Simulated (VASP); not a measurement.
**SbSe5: single point with PBE**

SbSe5:

```
Sb Se
1.0
     3.83582    2.21461    5.90922
    -3.83582    2.21461    5.90922
     0.00000   -4.42922    5.90922
Sb Se
1 5
Direct
  0.21003 0.21003 0.21003
  0.96112 0.47984 0.96112
  0.96112 0.96112 0.47984
  0.47984 0.96112 0.96112
  0.05135 0.05135 0.05135
  0.88263 0.88263 0.88263
```

| Item | Value |
| --- | --- |
| Program | VASP 6.6.1 |
| Task | single point |
| Functional | PBE |
| Potentials or basis | VASP PAW PBE potentials, release 64 (Sb, Se) |
| Cutoff | 520 eV |
| k mesh | 3 × 3 × 3 |
| Occupations | gaussian, width 0.2 eV |
| Spin | no spin polarisation |
| Dipole correction | no |
| Further INCAR settings | ALGO = Normal; EDIFF = 1e-06; NBANDS = 26 |

```json
{
  "Pressure": "0.0 GPa",
  "Largest force": "0.061 eV/Å"
}
```

Forces on the atoms (eV/Å):
```
Sb   0.000  0.000 -0.019
Se  -0.043  0.025  0.034
Se   0.000 -0.049  0.034
Se   0.043  0.025  0.034
Se   0.000  0.000 -0.061
Se   0.000  0.000 -0.022
```

Stress tensor (GPa, compression positive):
```
 0.00  0.00  0.00
 0.00  0.00  0.00
 0.00  0.00 -0.08
```

Levels at points of the mesh, in eV from the Fermi level:
```
           k point  band 15  band 16  band 17  band 18  band 19  band 20  band 21  band 22
(0.00, 0.00, 0.00)    -0.96    -0.89    -0.89    -0.23     1.93     2.13     2.13     2.39
```

Wall time 35 s on 1 thread of Intel(R) Xeon(R) 6975P-C (Granite Rapids), on a shared host, peak memory 0.42 GiB.

Caveat: spin-orbit coupling is left out, which moves the levels of the heavy elements.
